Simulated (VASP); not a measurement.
Wanted: the native input for a VASP 6.6.1 run.

```
Task                   : single point
Functional             : PBE
Potentials or basis    : VASP PAW PBE potentials, release 64 (Co, O)
Cutoff                 : 520 eV
k mesh                 : 12 × 12 × 3
Occupations            : gaussian, width 0.1 eV
Spin                   : collinear spin, ferromagnetic start
Starting moments       : [2.74, 2.74, 2.74, 2.74, 2.74, 2.74, 0.35, 0.35, 0.35, 0.35, 0.35, 0.35] μB
Dipole correction      : no
Further INCAR settings : ALGO = Fast; EDIFF = 1e-06; NBANDS = 61
```

The structure of CoO lies in POSCAR:

```
CoO
1.0
    2.8763738212      0.0000000000      0.0000000000
   -1.4381869106      2.4910127999      0.0000000000
    0.0000000000      0.0000000000     15.9392921929
Co O
6 6
Direct
    0.0000000000      0.0000000000      0.0000000000
    0.3333333333      0.6666666667      0.1670833102
    0.6666666667      0.3333333333      0.3329166898
    0.0000000000      0.0000000000      0.5000000000
    0.6666666667      0.3333333333      0.6670833102
    0.3333333333      0.6666666667      0.8329166898
    0.6666666667      0.3333333333      0.0842498022
    0.0000000000      0.0000000000      0.2500000000
    0.3333333333      0.6666666667      0.4157501978
    0.3333333333      0.6666666667      0.5842498022
    0.0000000000      0.0000000000      0.7500000000
    0.6666666667      0.3333333333      0.9157501978
```

The input as run:

INCAR

```
SYSTEM = CoO
PREC = Accurate
ENCUT = 520
EDIFF = 1E-6
ISMEAR = 0
SIGMA = 0.1
LREAL = .False.
LASPH = .True.
NELM = 150
ALGO = Fast
ISIF = 2
LWAVE = .False.
LCHARG = .False.
ISPIN = 2
MAGMOM = 2.74 2.74 2.74 2.74 2.74 2.74 0.35 0.35 0.35 0.35 0.35 0.35
LORBIT = 11
LMAXMIX = 4
GGA = PE
NBANDS = 61
```

KPOINTS

```
regular mesh
0
Gamma
  12 12 3
  0 0 0
```

Potentials or basis: VASP PAW PBE potentials, release 64 (Co, O).

Command:

```sh
$ cat potpaw_PBE.64/Co/POTCAR potpaw_PBE.64/O/POTCAR > POTCAR
$ mpirun -np 1 vasp_std > vasp.out
```

It gave:

```json
{
 "Pressure": "-0.5 GPa",
 "Net moment": "17.70 μB per cell",
 "Site moments": "Co +2.57, +2.56 (each value once); O +0.34, +0.32 (each value once) μB",
 "Valence electrons inside the program's atomic spheres": "Co 7.78, 7.82 (each value once); O 4.98, 4.99 (each value once)"
}
```

Run time: 31 min on 1 thread of Oxide Virtual Turin-like Processor, on a shared host, peak memory 0.5 GiB.
